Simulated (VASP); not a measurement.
Crystal: Ni.

```
Ni
1.0
     0.00000    1.80750    1.80750
     1.80750    0.00000    1.80750
     3.61500    3.61500    0.00000
Ni
2
Direct
  0.00000 0.00000 0.00000
  0.00000 0.00000 0.50000
```

Base run:

* Program: VASP 6.6.1
* Functional: PBE
* Potentials or basis: VASP PAW PBE potentials, release 64 (Ni)
* Cutoff: 520 eV
* k mesh: 14 × 14 × 7
* Occupations: fermi-dirac, width 0.1 eV
* Spin: collinear spin
* Starting moments: [0.06, 0.06] μB

Its results: pressure -13.5 GPa; net moment 0.00 μB per cell.

Problem. The run is repeated on the same cell with these changes: moments at the start from [0.06, 0.06] to [0.0, 2.0]. What comes out?

Solution. Pressure -12.6 GPa; net moment 1.28 μB per cell; site moments Ni +0.66 μB.

Caveats: the cell stands under tension.
